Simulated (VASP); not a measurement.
# LiBr (Fm-3m) in VASP: settings compared, part 2 of 2

VASP 6.6.1. Earlier steps stand in the parts before.

## Step 4: Single point, PBE

File INCAR:

```
  PREC = Accurate
  ENCUT = 750
  EDIFF = 1E-6
  ISMEAR = 0
  SIGMA = 0.1
  LREAL = F
  LASPH = T
  NELM = 120
  ALGO = Normal
  ISIF = 2
  LWAVE = F
  LCHARG = F
  GGA = PE
  NBANDS = 12
  ISYM = 0
  GGA_COMPAT = F
```

File KPOINTS:

```
Automatic mesh
0
Gamma
  2 2 2
  0 0 0.5
```

File POSCAR:

```
LiBr
1.0
    0.0000000000      2.7226905798      2.7226905798
    2.7226905798      0.0000000000      2.7226905798
    2.7226905798      2.7226905798      0.0000000000
Li Br
1 1
Direct
    0.0000000000      0.0000000000      0.0000000000
    0.5000000000      0.5000000000      0.5000000000
```

Potentials or basis: VASP PAW PBE potentials, release 64 (Li_sv, Br).

Started as:

```
$ cat potpaw_PBE.64/Li_sv/POTCAR potpaw_PBE.64/Br/POTCAR > POTCAR
$ mpirun -np 1 vasp_std > vasp.out
```

OUTCAR:

```text
PREC = Accurate
   ENCUT = 750
   EDIFF = 1E-6
   ISMEAR = 0
   LREAL = F
   LASPH = T
   NELM = 120
   ISIF = 2
   GGA = PE
   ISYM = 0

 ion  position               nearest neighbor table
   1  0.000  0.000  0.000-
   2  0.500  0.500  0.500-

IMPORTANT INFORMATION: All symmetrisations will be switched off!
NOSYMM: (Re-)initialisation of all symmetry stuff for point group C_1.

----------------------------------------------------------------------------------------

                                     Primitive cell

  volume of cell :      40.3669

  direct lattice vectors                    reciprocal lattice vectors
     0.000000000  2.722690580  2.722690580    -0.183641874  0.183641874  0.183641874
     2.722690580  0.000000000  2.722690580     0.183641874 -0.183641874  0.183641874
     2.722690580  2.722690580  0.000000000     0.183641874  0.183641874 -0.183641874

  length of vectors
     3.850465944  3.850465944  3.850465944     0.318077056  0.318077056  0.318077056

  position of ions in fractional coordinates (direct lattice)
     0.000000000  0.000000000  0.000000000
     0.500000000  0.500000000  0.500000000

  ion indices of the primitive-cell ions
   primitive index   ion index
                 1           1
                 2           2

----------------------------------------------------------------------------------------

 KPOINTS: Automatic mesh

Automatic generation of k-mesh.
 Grid dimensions read from file:
 generate k-points for:    2    2    2

 Generating k-lattice:

  Cartesian coordinates                     Fractional coordinates (reciprocal lattice)
    -0.091820937  0.091820937  0.091820937     0.500000000  0.000000000  0.000000000
     0.091820937 -0.091820937  0.091820937     0.000000000  0.500000000  0.000000000
     0.091820937  0.091820937 -0.091820937     0.000000000  0.000000000  0.500000000

  Length of vectors
     0.159038528  0.159038528  0.159038528

  Shift w.r.t. Gamma in fractional coordinates (k-lattice)
     0.000000000  0.000000000  0.500000000

 Subroutine IBZKPT returns following result:
 ===========================================

 Found     16 irreducible k-points:

 Following reciprocal coordinates:
            Coordinates               Weight
  0.000000  0.000000  0.250000      2.000000
  0.250000  0.000000  0.000000      2.000000
  0.000000  0.250000  0.000000      2.000000
  0.250000  0.250000  0.250000      2.000000
  0.500000  0.000000  0.250000      2.000000
  0.250000  0.500000  0.000000      2.000000
[... 8 lines left out ...]
 -0.250000  0.250000  0.250000      2.000000
  0.250000  0.000000  0.500000      2.000000
   k-points           NKPTS =     16   k-points in BZ     NKDIM =     16   number of bands    NBANDS=     12
   number of dos      NEDOS =    301   number of ions     NIONS =      2
   total plane-waves  NPLWV =  46656
   dimension x,y,z NGX =    36 NGY =   36 NGZ =   36
   dimension x,y,z NGXF=    72 NGYF=   72 NGZF=   72
   ions per type =               1   1
   NGX,Y,Z   is equivalent  to a cutoff of  15.54, 15.54, 15.54 a.u.
   NGXF,Y,Z  is equivalent  to a cutoff of  31.09, 31.09, 31.09 a.u.
 SYSTEM =  unknown system
   PREC   = accura    normal or accurate (medium, high low for compatibility)
   ISTART =      0    job   : 0-new  1-cont  2-samecut
   ICHARG =      2    charge: 1-file 2-atom 10-const
   ISPIN  =      1    spin polarized calculation?
   LNONCOLLINEAR =      F non collinear calculations
   LSORBIT =      F    spin-orbit coupling
   LASPH  =      T    aspherical Exc in radial PAW
   ENCUT  =  750.0 eV  55.12 Ry    7.42 a.u.   8.60  8.60  8.60*2*pi/ulx,y,z
   NELM   =    120;   NELMIN=  2; NELMDL= -5     # of ELM steps
   EDIFF  = 0.1E-05   stopping-criterion for ELM
   LREAL  =      F    real-space projection
   EDIFFG = 0.1E-04   stopping-criterion for IOM
   NSW    =      0    number of steps for IOM
   IBRION =     -1    ionic relax: 0-MD 1-quasi-New 2-CG
   NFREE  =      0    steps in history (QN), initial steepest desc. (CG)
   ISIF   =      2    stress and relaxation
   ISYM   =      0    0-nonsym 1-usesym 2-fastsym
   POTIM  = 0.5000    time-step for ionic-motion
   TEBEG  =    0.0;   TEEND  =   0.0 temperature during run
   PSTRESS=    0.0 pullay stress
   NELECT =      10.0000    total number of electrons
   NUPDOWN=      -1.0000    fix difference up-down
   EMIN   =  10.00;   EMAX   =-10.00  energy-range for DOS
   EFERMI =   0.00;   METHOD = LEGACY
   ISMEAR =     0;   SIGMA  =   0.10  broadening in eV -4-tet -1-fermi 0-gaus
   EFERMI_NEDOS =   21; number of points for ismear=-14 and -15
   IALGO  =     38    algorithm
   IMIX   =      4    mixing-type and parameters
     AMIX     =   0.40;   BMIX     =  1.00
     AMIX_MAG =   1.60;   BMIX_MAG =  1.00
  volume/ion in A,a.u.               =      20.18       136.20
  Fermi-wavevector in a.u.,A,eV,Ry     =   1.028174  1.942967 14.383282  1.057141
  Thomas-Fermi vector in A             =   2.162157
   LORBIT       =      0    0 simple, 1 ext, 2 COOP (PROOUT), +10 PAW based schemes
   GGA     = PE    functional components
   LHFCALC =     F    Hartree Fock is set to
   AEXX    =    0.0000 exact exchange contribution
   IVDW    =     0    specifies the selected vdW correction
   LEPSILON=     F    determine dielectric tensor
   LRPA    =     F    only Hartree local field effects (RPA)
 non-spin polarized calculation
 Gauss-broadening in eV      SIGMA  =   0.10
  energy-cutoff  :      750.00
  volume of cell :       40.37
 maximum number of plane-waves:      1889
 NGX is ok and might be reduce to    36
   NGX = 17   NGY = 17   NGZ = 17

 number of electron      10.0000001 magnetization

 Free energy of the ion-electron system (eV)
  ---------------------------------------------------
  ext. energy  EPLUGINS =         0.00000000
  ---------------------------------------------------
  free energy    TOTEN  =        -6.63370489 eV

  energy without entropy =       -6.63370489  energy(sigma->0) =       -6.63370489

 E-fermi :   0.8562     XC(G=0):  -8.5515

 val. band max:        0.3865916473   @ k =   0.2500   0.2500   0.2500
 cond. band min:       6.5884623723   @ k =   0.2500   0.2500   0.2500
 fundamental gap:      6.2018707250
 Fermi energy:         0.8562074152

 k-point     1 :       0.0000    0.0000    0.2500
  band No.  band energies     occupation
      1     -43.8262      2.00000
      2     -12.7640      2.00000
      3      -1.2152      2.00000
      4       0.3866      2.00000
      5       0.3866      2.00000
      6       6.5885      0.00000
      7       9.7570      0.00000
      8       9.7570      0.00000
      9      10.3951      0.00000
     10      12.9496      0.00000
     11      12.9496      0.00000
     12      13.6550      0.00000

 k-point     2 :       0.2500    0.0000    0.0000
  band No.  band energies     occupation
      1     -43.8262      2.00000
      2     -12.7640      2.00000
      3      -1.2152      2.00000
      4       0.3866      2.00000
      5       0.3866      2.00000
      6       6.5885      0.00000
      7       9.7570      0.00000
      8       9.7570      0.00000
      9      10.3951      0.00000
     10      12.9496      0.00000
     11      12.9496      0.00000
     12      13.6550      0.00000

 k-point     3 :       0.0000    0.2500    0.0000
  band No.  band energies     occupation
      1     -43.8262      2.00000
      2     -12.7640      2.00000
      3      -1.2152      2.00000
      4       0.3866      2.00000
      5       0.3866      2.00000
      6       6.5885      0.00000
      7       9.7570      0.00000
      8       9.7570      0.00000
      9      10.3951      0.00000
     10      12.9496      0.00000
     11      12.9496      0.00000
     12      13.6550      0.00000
[... 166 lines left out ...]
 k-point    15 :      -0.2500    0.2500    0.2500
  band No.  band energies     occupation
      1     -43.8254      2.00000
      2     -12.3948      2.00000
      3      -2.1164      2.00000
      4      -0.8745      2.00000
      5      -0.2492      2.00000
      6       7.3650      0.00000
      7       8.9918      0.00000
      8      10.3995      0.00000
      9      10.4438      0.00000
     10      13.4437      0.00000
     11      16.9147      0.00000
     12      17.2605      0.00000

 k-point    16 :       0.2500    0.0000    0.5000
  band No.  band energies     occupation
      1     -43.8254      2.00000
      2     -12.3948      2.00000
      3      -2.1164      2.00000
      4      -0.8745      2.00000
      5      -0.2492      2.00000
      6       7.3650      0.00000
      7       8.9918      0.00000
      8      10.3995      0.00000
      9      10.4438      0.00000
     10      13.4437      0.00000
     11      16.9147      0.00000
     12      17.2605      0.00000

------------------------ aborting loop because EDIFF is reached ----------------------------------------

  FORCE on cell =-STRESS in cart. coord.  units (eV):
  Direction    XX          YY          ZZ          XY          YZ          ZX
  --------------------------------------------------------------------------------------
  -------------------------------------------------------------------------------------
  Total        0.2423191      0.2423199      0.2423199     -0.0000034     -0.0000041     -0.0000043
  in kB        9.6177471      9.6177800      9.6177797     -0.0001336     -0.0001615     -0.0001689
  external PRESSURE =       9.6177689 kB  Pullay stress =       0.0000000 kB

 VOLUME and BASIS-vectors are now :
 -----------------------------------------------------------------------------
  energy-cutoff  :      750.00
  volume of cell :       40.37
      direct lattice vectors                 reciprocal lattice vectors
     0.000000000  2.722690580  2.722690580    -0.183641874  0.183641874  0.183641874
     2.722690580  0.000000000  2.722690580     0.183641874 -0.183641874  0.183641874
     2.722690580  2.722690580  0.000000000     0.183641874  0.183641874 -0.183641874

 POSITION                                       TOTAL-FORCE (eV/Angst)
 -----------------------------------------------------------------------------------
      0.00000      0.00000      0.00000         0.000000     -0.000000      0.000000
      2.72269      2.72269      2.72269        -0.000000      0.000000     -0.000000
 -----------------------------------------------------------------------------------
    total drift:                                0.000000      0.000000     -0.000002

  FREE ENERGIE OF THE ION-ELECTRON SYSTEM (eV)
  ---------------------------------------------------
  free  energy   TOTEN  =        -6.6337048886 eV

  energy  without entropy=       -6.6337048886  energy(sigma->0) =       -6.63370489
```

Run time: 27 s. Hardware: 1 thread of Intel Xeon 8259CL, shared host; peak memory 0.2 GiB.

Results:

| Quantity | Value |
| --- | --- |
| Free energy | -6.6337 eV |
| Pressure | 1.0 GPa |
| Band gap on the k mesh | 6.20 eV, direct |

Caveat: the k points lie up to 1.00 Å⁻¹ apart.
